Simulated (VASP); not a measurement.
**TbBOs: single point with PBE**

TbBOs:

```
Tb B Os
1.0
     4.02894    0.00000    0.00000
    -2.01447    3.48917    0.00000
     0.00000    0.00000    6.94299
Tb B Os
2 2 2
Direct
  0.00000 0.00000 0.51357
  0.00000 0.00000 0.01357
  0.33333 0.66667 0.22895
  0.66667 0.33333 0.72895
  0.33333 0.66667 0.78027
  0.66667 0.33333 0.28027
```

The cell was generated, and may not be a known phase.

```
Program             : VASP 6.6.1
Task                : single point
Functional          : PBE
Potentials or basis : VASP PAW PBE potentials, release 64 (Tb_3, B, Os), 4f in core
Cutoff              : 600 eV
k mesh              : 6 × 6 × 4
Occupations         : gaussian, width 0.1 eV
Spin                : no spin polarisation
```

| Property | Result |
| --- | --- |
| Pressure | -2.9 GPa |
| Largest force | 1.525 eV/Å |
| Band gap on the k mesh | zero (bands 20 and 21 overlap by 1.88 eV) |

Forces in eV/Å, atoms in the order of the input:
```
Tb   0.000  0.000  0.302
Tb   0.000  0.000  0.302
B    0.000  0.000  1.223
B    0.000  0.000  1.223
Os   0.000  0.000 -1.525
Os   0.000  0.000 -1.525
```

Stress tensor (GPa, compression positive):
```
-9.64  0.00  0.00
 0.00 -9.64  0.00
 0.00  0.00 10.53
```

Levels at points of the mesh, in eV from the Fermi level:
| k point | band 17 | band 18 | band 19 | band 20 | band 21 | band 22 | band 23 | band 24 |
| --- | --- | --- | --- | --- | --- | --- | --- | --- |
| (0.00, 0.00, 0.00) | -0.83 | -0.83 | -0.44 | 0.52 | 0.52 | 1.45 | 2.09 | 3.19 |
| (0.50, 0.00, 0.00) | -1.49 | -1.46 | -1.20 | -0.82 | -0.45 | 0.69 | 0.99 | 1.12 |
| (0.00, 0.00, 0.50) | -2.11 | -2.11 | 1.22 | 1.22 | 2.46 | 2.46 | 2.60 | 2.60 |
| (0.50, 0.00, 0.50) | -1.42 | -1.42 | -0.74 | -0.74 | 0.04 | 0.04 | 0.92 | 0.92 |

Wall time 39 s on 1 thread of AMD EPYC 9R45 96-Core Processor (Zen 5), on a shared host, peak memory 0.24 GiB.

Caveat: the stress differs along the axes, from -10 to 11 GPa; spin-orbit coupling is left out, which moves the levels of the heavy elements; the 4f electrons are frozen in the core, so they carry no moment and show no levels; forces of over 1 eV/Å act on the atoms, so gaps and moduli don't describe the material at rest. Spin polarisation is off, so any magnetic state and its effect on volume and gap are missing.
